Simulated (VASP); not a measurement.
# SiP7 (R3m) in VASP: notebook, part 2 of 2

VASP 6.6.1.

### Step 4. Single point, PBE

This run uses another cell than the first one, of 16.24 Å³/atom, 0.979 times its volume.

File INCAR:

```
SYSTEM = SiP7
PREC = Accurate
ENCUT = 500
EDIFF = 1E-6
ISMEAR = 0
SIGMA = 0.1
LREAL = .FALSE.
LASPH = .TRUE.
NELM = 120
ALGO = Normal
ISIF = 2
LWAVE = .FALSE.
LCHARG = .FALSE.
GGA = PE
NBANDS = 30
GGA_COMPAT = .FALSE.
```

File KPOINTS:

```
Automatic mesh
0
G
  3 3 3
  0 0 0
```

File POSCAR:

```
SiP7
1.0
    3.4630930696      1.9994177160      3.1271007868
   -3.4630930696      1.9994177160      3.1271007868
    0.0000000000     -3.9988354319      3.1271007868
Si P
1 7
Direct
    0.0188477187      0.0188477187      0.0188477187
    0.5062431584      0.0075791670      0.5062431584
    0.5494875357      0.5494875357      0.5494875357
    0.0075791670      0.5062431584      0.5062431584
    0.5062431584      0.5062431584      0.0075791670
    0.0550252426      0.5485487765      0.0550252426
    0.5485487765      0.0550252426      0.0550252426
    0.0550252426      0.0550252426      0.5485487765
```

Potentials or basis: VASP PAW PBE potentials, release 64 (Si, P).

Started as:

```bash
> cat potpaw_PBE.64/Si/POTCAR potpaw_PBE.64/P/POTCAR > POTCAR
> mpirun -np 1 vasp_std > vasp.out
```

OUTCAR:

```text
SYSTEM = SiP7
   PREC = Accurate
   ENCUT = 500
   EDIFF = 1E-6
   ISMEAR = 0
   LREAL = .FALSE.
   LASPH = .TRUE.
   NELM = 120
   ISIF = 2
   GGA = PE

 ion  position               nearest neighbor table
   1  0.019  0.019  0.019-   8 2.38   7 2.38   6 2.38   8 2.73   7 2.73   6 2.73
   2  0.506  0.008  0.506-   7 2.28   8 2.28   3 2.32   3 2.80   7 2.84   8 2.84
   3  0.549  0.549  0.549-   5 2.32   4 2.32   2 2.32   5 2.80   2 2.80   4 2.80
   4  0.008  0.506  0.506-   6 2.28   8 2.28   3 2.32   3 2.80   6 2.84   8 2.84
   5  0.506  0.506  0.008-   6 2.28   7 2.28   3 2.32   3 2.80   6 2.84   7 2.84
   6  0.055  0.549  0.055-   4 2.28   5 2.28   1 2.38   1 2.73   4 2.84   5 2.84
   7  0.549  0.055  0.055-   2 2.28   5 2.28   1 2.38   1 2.73   2 2.84   5 2.84
   8  0.055  0.055  0.549-   2 2.28   4 2.28   1 2.38   1 2.73   4 2.84   2 2.84

  LATTYP: Found a trigonal (rhomboedric) cell.
 ALAT       =     5.0763613093
 COS(alpha) =     0.0692066509

  Lattice vectors:

 A1 = (   3.4630930696,   1.9994177160,   3.1271007868)
 A2 = (  -3.4630930696,   1.9994177160,   3.1271007868)
 A3 = (   0.0000000000,  -3.9988354319,   3.1271007868)

[... 175 lines left out ...]
 k-point     1 :       0.0000    0.0000    0.0000
  band No.  band energies     occupation
      1      -7.3606      2.00000
      2      -3.8847      2.00000
      3      -3.8847      2.00000
      4      -3.0278      2.00000
      5      -0.9032      2.00000
      6      -0.9032      2.00000
[... 187 lines left out ...]
     29      11.9601      0.00000
     30      12.4254      0.00000

------------------------ aborting loop because EDIFF is reached ----------------------------------------

  FORCE on cell =-STRESS in cart. coord.  units (eV):
  Direction    XX          YY          ZZ          XY          YZ          ZX
  --------------------------------------------------------------------------------------
  -------------------------------------------------------------------------------------
  Total       -0.0355341     -0.0355341     -0.1648341      0.0000000     -0.0000000     -0.0000000
  in kB       -0.4382224     -0.4382224     -2.0328102      0.0000000     -0.0000000     -0.0000000
  external PRESSURE =      -0.9697517 kB  Pullay stress =       0.0000000 kB

 VOLUME and BASIS-vectors are now :
 -----------------------------------------------------------------------------
  energy-cutoff  :      500.00
  volume of cell :      129.92
      direct lattice vectors                 reciprocal lattice vectors
     3.463093070  1.999417716  3.127100787     0.144379602  0.083357602  0.106595008
    -3.463093070  1.999417716  3.127100787    -0.144379602  0.083357602  0.106595008
     0.000000000 -3.998835432  3.127100787     0.000000000 -0.166715204  0.106595008

 POSITION                                       TOTAL-FORCE (eV/Angst)
 -----------------------------------------------------------------------------------
      0.00000      0.00000      0.17682         0.000000     -0.000000     -0.032834
      1.72692     -0.99704      3.18985        -0.025052      0.014464     -0.052907
      0.00000      0.00000      5.15491         0.000000      0.000000      0.009746
     -1.72692     -0.99704      3.18985         0.025052      0.014464     -0.052907
      0.00000      1.99408      3.18985         0.000000     -0.028928     -0.052907
     -1.70912      0.98676      2.05951        -0.002014      0.001163      0.060603
      1.70912      0.98676      2.05951         0.002014      0.001163      0.060603
      0.00000     -1.97352      2.05951         0.000000     -0.002326      0.060603
 -----------------------------------------------------------------------------------
    total drift:                                0.000000     -0.000000     -0.000553

  FREE ENERGIE OF THE ION-ELECTRON SYSTEM (eV)
  ---------------------------------------------------
  free  energy   TOTEN  =       -43.1561615334 eV

  energy  without entropy=      -43.1513022773  energy(sigma->0) =      -43.15373191
```

OSZICAR:

```text
N       E                     dE             d eps       ncg     rms          rms(c)
DAV:   1     0.128007346987E+03    0.12801E+03   -0.16021E+04   360   0.107E+03
DAV:   2    -0.331584925838E+02   -0.16117E+03   -0.15471E+03   450   0.182E+02
DAV:   3    -0.431838456843E+02   -0.10025E+02   -0.98742E+01   456   0.426E+01
DAV:   4    -0.433401444127E+02   -0.15630E+00   -0.15538E+00   480   0.624E+00
DAV:   5    -0.433420280678E+02   -0.18837E-02   -0.18830E-02   440   0.680E-01    0.129E+01
DAV:   6    -0.431934384268E+02    0.14859E+00   -0.18224E-01   480   0.203E+00    0.765E+00
DAV:   7    -0.431574666932E+02    0.35972E-01   -0.20457E-01   464   0.201E+00    0.613E-01
DAV:   8    -0.431556927680E+02    0.17739E-02   -0.35555E-02   450   0.942E-01    0.372E-01
DAV:   9    -0.431560095555E+02   -0.31679E-03   -0.32817E-03   446   0.249E-01    0.212E-01
DAV:  10    -0.431560972001E+02   -0.87645E-04   -0.33448E-04   456   0.893E-02    0.906E-02
DAV:  11    -0.431561601119E+02   -0.62912E-04   -0.23041E-04   458   0.771E-02    0.206E-02
DAV:  12    -0.431561605672E+02   -0.45529E-06   -0.31386E-05   422   0.271E-02    0.132E-02
DAV:  13    -0.431561615334E+02   -0.96621E-06   -0.67769E-06   456   0.126E-02
   1 F= -.43156162E+02 E0= -.43153732E+02  d E =-.485926E-02
```

Wall time 22 s (1 thread of Intel Xeon Platinum 8488C (Sapphire Rapids), shared host); peak memory 0.23 GiB.

Results:

```
Free energy   : -43.1562 eV
Pressure      : -0.1 GPa
Largest force : 0.061 eV/Å
```

Forces on the atoms (eV/Å):
```
Si   0.000  0.000 -0.033
P   -0.025  0.014 -0.053
P    0.000  0.000  0.010
P    0.025  0.014 -0.053
P    0.000 -0.029 -0.053
P   -0.002  0.001  0.061
P    0.002  0.001  0.061
P    0.000 -0.002  0.061
```

Levels at points of the mesh, in eV from the Fermi level:
```
           k point  band 16  band 17  band 18  band 19  band 20  band 21  band 22  band 23
(0.00, 0.00, 0.00)    -4.60    -2.57    -2.21    -2.05    -2.05     0.57     0.57     0.67
```

Caveat: the k points lie up to 0.41 Å⁻¹ apart.

### Step 5. Summary

```tsv
cell	k mesh	cutoff (eV)	smearing	gap on the mesh (eV)	pressure (GPa)	largest force (eV/Å)
a = 5.117 Å, angles 85.2°, 8 atoms	6 × 6 × 6	520	gaussian 0.2 eV	none	-0.3	0.05
a = 4.888 Å, angles 89.0°, 8 atoms	6 × 6 × 6	520	gaussian 0.1 eV	none	5.7	0.04
a = 5.076 Å, angles 86.0°, 8 atoms	3 × 3 × 3	500	gaussian 0.1 eV	none	-0.1	0.06
```

Alike in all rows: task single point; level PBE; potentials or basis VASP PAW PBE potentials, release 64 (Si, P); no spin polarisation.

Caveats: some runs use coarse meshes.

Absolute energies hang on the potentials; compare differences alone.
